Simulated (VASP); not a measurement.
# Cl (P6_3/mmc) in VASP: further runs, part 2 of 2

VASP 6.6.1. Earlier steps stand in the parts before.

## Step 3: Single point, PBEsol

This run uses another cell than the first one, of 12.34 Å³/atom.

The input, INCAR:

```
SYSTEM = Cl
ALGO = Normal ; EDIFF = 1E-6
ENCUT = 520 ; GGA = PS
ISIF = 2 ; ISMEAR = -1
LASPH = .True. ; LCHARG = .True.
LELF = .True. ; LREAL = .False.
LVHAR = .True. ; LWAVE = .False.
NBANDS = 14 ; NELM = 100
PREC = Accurate ; SIGMA = 0.08
```

The input, KPOINTS:

```
k-points
0
Gamma
  15 15 8
  0 0 0
```

The input, POSCAR:

```
Cl
1.0
    2.7281781953      0.0000000000      0.0000000000
   -1.3640890976      2.3626716232      0.0000000000
    0.0000000000      0.0000000000      3.8288939177
Cl
2
Direct
    0.3333333333      0.6666666667      0.2500000000
    0.6666666667      0.3333333333      0.7500000000
```

Potentials or basis: VASP PAW PBE potentials, release 64 (Cl).

The run is started by

```
$ cat potpaw_PBE.64/Cl/POTCAR > POTCAR
$ mpirun -np 1 vasp_std > vasp.out
```

OUTCAR:

```text
SYSTEM = Cl
   EDIFF = 1E-6
   ENCUT = 520
   GGA = PS
   ISIF = 2
   ISMEAR = -1
   LASPH = .True.
   LREAL = .False.
   NELM = 100
   PREC = Accurate

 ion  position               nearest neighbor table
   1  0.333  0.667  0.250-   2 2.48   2 2.48   2 2.48   2 2.48   2 2.48   2 2.48
   2  0.667  0.333  0.750-   1 2.48   1 2.48   1 2.48   1 2.48   1 2.48   1 2.48

  LATTYP: Found a hexagonal cell.
 ALAT       =     2.7281781953
 C/A-ratio  =     1.4034618136

  Lattice vectors:

 A1 = (   2.7281781953,   0.0000000000,   0.0000000000)
 A2 = (  -1.3640890976,   2.3626716232,   0.0000000000)
 A3 = (   0.0000000000,   0.0000000000,   3.8288939177)

Analysis of symmetry for initial positions (statically):
=====================================================================
 Subroutine PRICEL returns:
 Original cell was already a primitive cell.

 Routine SETGRP: Setting up the symmetry group for a
 hexagonal supercell.

 Subroutine GETGRP returns: Found 24 space group operations
 (whereof 12 operations were pure point group operations)
 out of a pool of 24 trial point group operations.

The static configuration has the point symmetry D_3d.
 The point group associated with its full space group is D_6h.

Analysis of symmetry for dynamics (positions and initial velocities):
=====================================================================
 Subroutine PRICEL returns:
 Original cell was already a primitive cell.

 Routine SETGRP: Setting up the symmetry group for a
 hexagonal supercell.

 Subroutine GETGRP returns: Found 24 space group operations
 (whereof 12 operations were pure point group operations)
 out of a pool of 24 trial point group operations.

The dynamic configuration has the point symmetry D_3d.
 The point group associated with its full space group is D_6h.

 Subroutine INISYM returns: Found 24 space group operations
 (whereof 12 operations are pure point group operations),
 and found     1 'primitive' translations

----------------------------------------------------------------------------------------

                                     Primitive cell

  volume of cell :      24.6802

  direct lattice vectors                    reciprocal lattice vectors
     2.728178195  0.000000000  0.000000000     0.366544972  0.211624838  0.000000000
    -1.364089098  2.362671623  0.000000000     0.000000000  0.423249676  0.000000000
     0.000000000  0.000000000  3.828893918     0.000000000  0.000000000  0.261172031

  length of vectors
     2.728178195  2.728178195  3.828893918     0.423249676  0.423249676  0.261172031

  position of ions in fractional coordinates (direct lattice)
     0.333333333  0.666666667  0.250000000
     0.666666667  0.333333333  0.750000000

  ion indices of the primitive-cell ions
   primitive index   ion index
                 1           1
                 2           2

----------------------------------------------------------------------------------------

 KPOINTS: k-points

Automatic generation of k-mesh.
 Grid dimensions read from file:
 generate k-points for:   15   15    8

 Generating k-lattice:

  Cartesian coordinates                     Fractional coordinates (reciprocal lattice)
     0.024436331  0.014108323  0.000000000     0.066666667  0.000000000  0.000000000
     0.000000000  0.028216645  0.000000000     0.000000000  0.066666667  0.000000000
     0.000000000  0.000000000  0.032646504     0.000000000  0.000000000  0.125000000

  Length of vectors
     0.028216645  0.028216645  0.032646504

  Shift w.r.t. Gamma in fractional coordinates (k-lattice)
     0.000000000  0.000000000  0.000000000

 Subroutine IBZKPT returns following result:
 ===========================================

 Found    135 irreducible k-points:

 Following reciprocal coordinates:
            Coordinates               Weight
  0.000000  0.000000  0.000000      1.000000
  0.066667  0.000000  0.000000      6.000000
  0.133333  0.000000  0.000000      6.000000
  0.200000 -0.000000  0.000000      6.000000
  0.266667  0.000000  0.000000      6.000000
  0.333333  0.000000  0.000000      6.000000
[... 16 lines left out ...]
  0.333333  0.200000  0.000000     12.000000
  0.400000  0.200000  0.000000      6.000000
 [... further k-points ...]
   k-points           NKPTS =    135   k-points in BZ     NKDIM =    135   number of bands    NBANDS=     14
   number of dos      NEDOS =    301   number of ions     NIONS =      2
   total plane-waves  NPLWV =  11200
   dimension x,y,z NGX =    20 NGY =   20 NGZ =   28
   dimension x,y,z NGXF=    40 NGYF=   40 NGZF=   56
   ions per type =               2
   NGX,Y,Z   is equivalent  to a cutoff of  12.19, 12.19, 12.16 a.u.
   NGXF,Y,Z  is equivalent  to a cutoff of  24.37, 24.37, 24.31 a.u.
 SYSTEM =  Cl
   PREC   = accura    normal or accurate (medium, high low for compatibility)
   ISTART =      0    job   : 0-new  1-cont  2-samecut
   ICHARG =      2    charge: 1-file 2-atom 10-const
   ISPIN  =      1    spin polarized calculation?
   LNONCOLLINEAR =      F non collinear calculations
   LSORBIT =      F    spin-orbit coupling
   LASPH  =      T    aspherical Exc in radial PAW
   ENCUT  =  520.0 eV  38.22 Ry    6.18 a.u.   5.07  5.07  7.12*2*pi/ulx,y,z
   NELM   =    100;   NELMIN=  2; NELMDL= -5     # of ELM steps
   EDIFF  = 0.1E-05   stopping-criterion for ELM
   LREAL  =      F    real-space projection
   EDIFFG = 0.1E-04   stopping-criterion for IOM
   NSW    =      0    number of steps for IOM
   IBRION =     -1    ionic relax: 0-MD 1-quasi-New 2-CG
   NFREE  =      0    steps in history (QN), initial steepest desc. (CG)
   ISIF   =      2    stress and relaxation
   ISYM   =      2    0-nonsym 1-usesym 2-fastsym
   POTIM  = 0.5000    time-step for ionic-motion
   TEBEG  =    0.0;   TEEND  =   0.0 temperature during run
   PSTRESS=    0.0 pullay stress
   NELECT =      14.0000    total number of electrons
   NUPDOWN=      -1.0000    fix difference up-down
   EMIN   =  10.00;   EMAX   =-10.00  energy-range for DOS
   EFERMI =   0.00;   METHOD = LEGACY
   ISMEAR =    -1;   SIGMA  =   0.08  broadening in eV -4-tet -1-fermi 0-gaus
   EFERMI_NEDOS =   21; number of points for ismear=-14 and -15
   IALGO  =     38    algorithm
   IMIX   =      4    mixing-type and parameters
     AMIX     =   0.40;   BMIX     =  1.00
     AMIX_MAG =   1.60;   BMIX_MAG =  1.00
  volume/ion in A,a.u.               =      12.34        83.28
  Fermi-wavevector in a.u.,A,eV,Ry     =   1.355193  2.560943 24.987740  1.836547
  Thomas-Fermi vector in A             =   2.482301
   LORBIT       =      0    0 simple, 1 ext, 2 COOP (PROOUT), +10 PAW based schemes
   GGA     = PS    functional components
   LHFCALC =     F    Hartree Fock is set to
   AEXX    =    0.0000 exact exchange contribution
   IVDW    =     0    specifies the selected vdW correction
   LEPSILON=     F    determine dielectric tensor
   LRPA    =     F    only Hartree local field effects (RPA)
 non-spin polarized calculation
  energy-cutoff  :      520.00
  volume of cell :       24.68
 maximum number of plane-waves:       681
   NGX = 11   NGY = 11   NGZ = 15

 number of electron      14.0000003 magnetization

 Free energy of the ion-electron system (eV)
  ---------------------------------------------------
  ext. energy  EPLUGINS =         0.00000000
  ---------------------------------------------------
  free energy    TOTEN  =        -0.82395629 eV

  energy without entropy =       -0.79471424  energy(sigma->0) =       -0.80933527

 E-fermi :  10.2057     XC(G=0): -12.5350

 val. band max:       10.1959111055   @ k =   0.2667   0.1333   0.1250
 cond. band min:      10.2088461830   @ k =   0.4000   0.0667   0.2500
 fundamental gap:      0.0129350775
 Fermi energy:        10.2056747442

 k-point     1 :       0.0000    0.0000    0.0000
  band No.  band energies     occupation
      1     -10.9257      2.00000
      2      -4.3147      2.00000
      3       0.3812      2.00000
      4       8.8784      2.00000
      5       8.8784      2.00000
      6      11.1879      0.00001
      7      11.1879      0.00001
      8      13.2357      0.00000
      9      17.3951      0.00000
     10      22.4487      0.00000
     11      22.4487      0.00000
     12      22.7680      0.00000
     13      24.9104      0.00000
     14      24.9111      0.00000
[... 375 lines left out ...]
 k-point    24 :       0.4000    0.2000    0.0000
  band No.  band energies     occupation
      1      -6.4300      2.00000
      2      -4.9267      2.00000
      3       2.0640      2.00000
      4       4.8566      2.00000
      5       4.9050      2.00000
      6       5.3760      2.00000
      7       6.8929      2.00000
      8       8.7621      2.00000
      9      16.4745      0.00000
     10      18.8077      0.00000
     11      24.1399      0.00000
     12      25.5380      0.00000
     13      26.0619      0.00000
     14      28.3419      0.00000

 [... further k-points ...]
[... 5 lines left out ...]
  --------------------------------------------------------------------------------------
  -------------------------------------------------------------------------------------
  Total        9.1978707      9.1978707      9.1879407      0.0000000     -0.0000000      0.0000000
  in kB      597.1018934    597.1018934    596.4572654      0.0000000     -0.0000000      0.0000000
  external PRESSURE =     596.8870174 kB  Pullay stress =       0.0000000 kB

 VOLUME and BASIS-vectors are now :
 -----------------------------------------------------------------------------
  energy-cutoff  :      520.00
  volume of cell :       24.68
      direct lattice vectors                 reciprocal lattice vectors
     2.728178195  0.000000000  0.000000000     0.366544972  0.211624838  0.000000000
    -1.364089098  2.362671623  0.000000000     0.000000000  0.423249676  0.000000000
     0.000000000  0.000000000  3.828893918     0.000000000  0.000000000  0.261172031

 POSITION                                       TOTAL-FORCE (eV/Angst)
 -----------------------------------------------------------------------------------
     -0.00000      1.57511      0.95722        -0.000000      0.000000      0.000000
      1.36409      0.78756      2.87167         0.000000      0.000000      0.000000
 -----------------------------------------------------------------------------------
    total drift:                                0.000000     -0.000000      0.000000

  FREE ENERGIE OF THE ION-ELECTRON SYSTEM (eV)
  ---------------------------------------------------
  free  energy   TOTEN  =        -0.8239562900 eV

  energy  without entropy=       -0.7947142408  energy(sigma->0) =       -0.80933527
```

It took 14 s on 1 thread of AMD EPYC 9R45 (Zen 5), shared host; peak memory 0.12 GiB.

Results:

- Free energy: -0.8240 eV
- Pressure: 59.7 GPa
- Band gap on the k mesh: zero (bands 7 and 8 overlap by 3.97 eV)

Caveat: the cell stands under pressure; the PAW data sets were made with another functional, which shifts forces and pressure a little.
